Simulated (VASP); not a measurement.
Runs of VASP 6.6.1 on Se. The structure is that of space group Pm-3m (No. 221), or close to it. The cells are those of the table. 

```csv
task,cell,k mesh,cutoff (eV),gap on the mesh (eV),pressure (GPa)
single point,"a = 2.621 Å, 1 atom",14 × 14 × 14,520,none,20.5
relaxation of cell and atoms,"relaxed to 20 GPa from a = 2.811 Å, 1 atom",14 × 14 × 14,600,none,20.0
single point,"a = 2.536 Å, 1 atom",14 × 14 × 14,520,none,40.9
relaxation of cell and atoms,"relaxed from a = 2.811 Å, 1 atom",14 × 14 × 14,600,none,0.0
single point,"a = 2.473 Å, 1 atom",14 × 14 × 14,520,none,(a)
relaxation of cell and atoms,"relaxed to 40 GPa from a = 2.811 Å, 1 atom",14 × 14 × 14,600,none,39.9
relaxation of cell and atoms,"relaxed to 60 GPa from a = 2.811 Å, 1 atom",14 × 14 × 14,600,none,60.0
single point,"a = 2.768 Å, 1 atom",14 × 14 × 14,520,none,0.2
single point,"a = 2.769 Å, 1 atom",19 × 19 × 19,520,none,0.2
```

Alike in all rows: level LDA; potentials or basis VASP PAW LDA potentials, release 64 (Se); no spin polarisation; smearing fermi-dirac 0.05 eV.

Problem. Fill in the values left out.

Solution. (a) 61.1.

Caveats: the cell is relaxed towards a set pressure, so the enthalpy falls and the energy may rise (some runs).

A k mesh can miss the band edges, and the runs leave out spin-orbit coupling on Se.

A gap of «none» marks levels without a gap at the run's occupations.
